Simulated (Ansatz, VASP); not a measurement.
**Two plane-wave programs on SnO**

The input INCAR:

```
SYSTEM = SnO
PREC     = Accurate       ! precision mode
ENCUT    = 520            ! plane-wave cutoff, eV
EDIFF    = 1E-6           ! SCF threshold, eV
ISMEAR   = -1             ! smearing method
SIGMA    = 0.02           ! smearing width, eV
LREAL    = .False.        ! projectors in reciprocal space
LASPH    = .True.         ! aspherical terms in the spheres
NELM     = 100            ! most SCF steps
ALGO     = Normal         ! electronic algorithm
ISIF     = 2              ! what is computed and relaxed
LWAVE    = .False.        ! write WAVECAR
LCHARG   = .True.         ! write CHGCAR
GGA      = PE             ! functional
LELF     = .True.         ! ELF
LVHAR    = .True.       
NBANDS   = 17             ! bands
```

The input KPOINTS:

```
regular mesh
0
Gamma
  8 8 8
  0 0 0
```

POSCAR

```
SnO
1.0
    0.0000000000      2.5741580891      2.7082147176
    2.5741580891      0.0000000000      2.7082147176
    2.5741580891      2.5741580891      0.0000000000
Sn O
1 1
Direct
    0.0000000000      0.0000000000      0.0000000000
    0.2500000000      0.2500000000      0.2500000000
```

Input for Ansatz:

```yaml
crystal:
  lattice:
    - [0.0, 2.5741580891, 2.7082147176]
    - [2.5741580891, 0.0, 2.7082147176]
    - [2.5741580891, 2.5741580891, 0.0]
  atoms:
    - { symbol: Sn, position: [0.0, 0.0, 0.0] }
    - { symbol: O, position: [0.25, 0.25, 0.25] }
kpoints:
  mp_grid: { grid: [8, 8, 8] }
  band_path:
    path:
      - [0.0, 0.0, 0.0]
      - [-0.5, -0.5, 0.0]
      - [-0.375, -0.375, 0.25]
      - [-0.375, 0.0, 0.375]
      - [0.0, 0.0, 0.5]
      - [-0.5, -0.25, 0.25]
      - [-0.5, -0.4, 0.1]
    npoints: 1
hamiltonian:
  xc: pbe
scf:
  occupations: { method: fermi_dirac, width: 0.02 }
  n_extra_bands: 4
output:
  forces: true
  stress: true
  eigenvalues: true
```

Change from the starting cell: biaxial_xy strain -5.0%.

Alike in both runs: task single point; functional PBE; k mesh 8 × 8 × 8; occupations fermi-dirac, width 0.02 eV; no spin polarisation.

|  | VASP | Ansatz |
| --- | --- | --- |
| version | VASP 6.6.1 | Ansatz 0.2.0 |
| potentials or method | VASP PAW PBE potentials, release 64 (Sn_d, O) | plane waves, PAW |
| plane-wave cutoff (eV) | 520 | 420 |
| valence electrons in the cell | 20 | 20 |

Ansatz gave:

| Property | Result |
| --- | --- |
| pressure (GPa) | 10.0 |
| traceless stress, the component that is largest in VASP (GPa) | 0.34 |

Q: Which values does VASP return?

A: Pressure (GPa): 10.1; traceless stress, the component that is largest in VASP (GPa): 0.36.

With one functional, cell and mesh, what is left measures potentials, basis and numerics.
